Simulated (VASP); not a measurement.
Write the native input for VASP 6.6.1 that does the following.

```yaml
Task: relaxation of cell and atoms
Functional: PBEsol
Potentials_or_basis: VASP PAW PBE potentials, release 64 (Pb_d)
Cutoff: 600 eV
k_mesh: 5 × 5 × 5
Occupations: methfessel-paxton, width 0.05 eV
Spin: no spin polarisation
Dipole_correction: no
Further_INCAR_settings: ALGO = Normal; EDIFF = 1e-06; IBRION = 2; EDIFFG = -0.02; NSW = 80; ISIF = 3
```

The structure of Pb lies in POSCAR:

```
Pb
1.0
    3.9300000000      0.0000000000      0.0000000000
    0.0000000000      3.9300000000      0.0000000000
    0.0000000000      0.0000000000      3.9300000000
Pb
2
Direct
    0.0000000000      0.0000000000      0.0000000000
    0.5000000000      0.5000000000      0.5000000000
```

This isn't the form of Pb at room conditions, which is fcc.

The input as run:

INCAR

```
SYSTEM = Pb
  ALGO = Normal
  EDIFF = 1E-6
  EDIFFG = -0.02
  ENCUT = 600
  GGA = PS
  IBRION = 2
  ISIF = 3
  ISMEAR = 1
  LASPH = .True.
  LCHARG = .False.
  LREAL = .False.
  LWAVE = .False.
  NELM = 100
  NSW = 80
  PREC = Accurate
  SIGMA = 0.05
```

KPOINTS

```
k-points
0
Gamma
  5 5 5
  0 0 0
```

Potentials or basis: VASP PAW PBE potentials, release 64 (Pb_d).

Launch:

```console
$ cat potpaw_PBE.64/Pb_d/POTCAR > POTCAR
$ mpirun -np 1 vasp_std > vasp.out
```

It gave:

The relaxed volume is 30.51 Å³/atom. The relaxed cell is a = 3.937 Å, b = 3.937 Å, c = 3.937 Å, α = 90.00°, β = 90.00°, γ = 90.00°, the space group after relaxing (to 0.1 Å) is Im-3m (No. 229) and the energy gained by relaxing is 0.1 meV/atom. The ionic steps are 2 and the pressure after relaxing is -0.1 GPa. The band gap on the k mesh is zero (bands 14 and 15 overlap by 3.43 eV).

Caveat: the PAW data sets were made with another functional, which shifts forces and pressure a little; spin-orbit coupling is left out, which moves the levels of the heavy elements.

It took 27 s on 1 thread of Intel Xeon 8259CL, on a shared host, peak memory 0.18 GiB.
